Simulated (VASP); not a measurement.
Sr2NbInO6, 10 atoms in the cell. It takes space group Fm-3m (No. 225, cubic). Conventional cell: a = 8.152 Å, b = 8.152 Å, c = 8.152 Å, α = 90.00°, β = 90.00°, γ = 90.00°. Sr (site symmetry -43m) has 12 O at 2.88 Å and 4 Nb at 3.53 Å and 4 In at 3.53 Å within 3.8 Å. Within 2.6 Å of Nb (site symmetry m-3m) lie 6 O at 1.96 Å. Within 2.8 Å of In (site symmetry m-3m) lie 6 O at 2.11 Å. Within 2.6 Å of O (site symmetry 4mm) lie 1 Nb at 1.96 Å and 1 In at 2.11 Å. 

```yaml
Program: VASP 6.6.1
Task: single point
Functional: PBEsol
Potentials_or_basis: VASP PAW PBE potentials, release 64 (Sr_sv, Nb_sv, In_d, O)
Cutoff: 600 eV
k_mesh: 4 × 4 × 4
Occupations: gaussian, width 0.01 eV
Spin: no spin polarisation
Dipole_correction: no
Further_INCAR_settings: ALGO = Normal; EDIFF = 1e-06; NBANDS = 52
```

Potentials or basis: VASP PAW PBE potentials, release 64 (Sr_sv, Nb_sv, In_d, O).

Run with:

```sh
$ cat potpaw_PBE.64/Sr_sv/POTCAR potpaw_PBE.64/Nb_sv/POTCAR potpaw_PBE.64/In_d/POTCAR potpaw_PBE.64/O/POTCAR > POTCAR
$ mpirun -np 1 vasp_std > vasp.out
```

Hardware: 1 thread of Intel(R) Xeon(R) Platinum 8375C CPU @ 2.90GHz (Ice Lake) (shared host).

Estimate the wall time of this run.

Run time: 97 s on 1 thread of Intel(R) Xeon(R) Platinum 8375C CPU @ 2.90GHz (Ice Lake) (shared host), peak memory 0.35 GiB. Counts: scf iterations 15, k points 8.
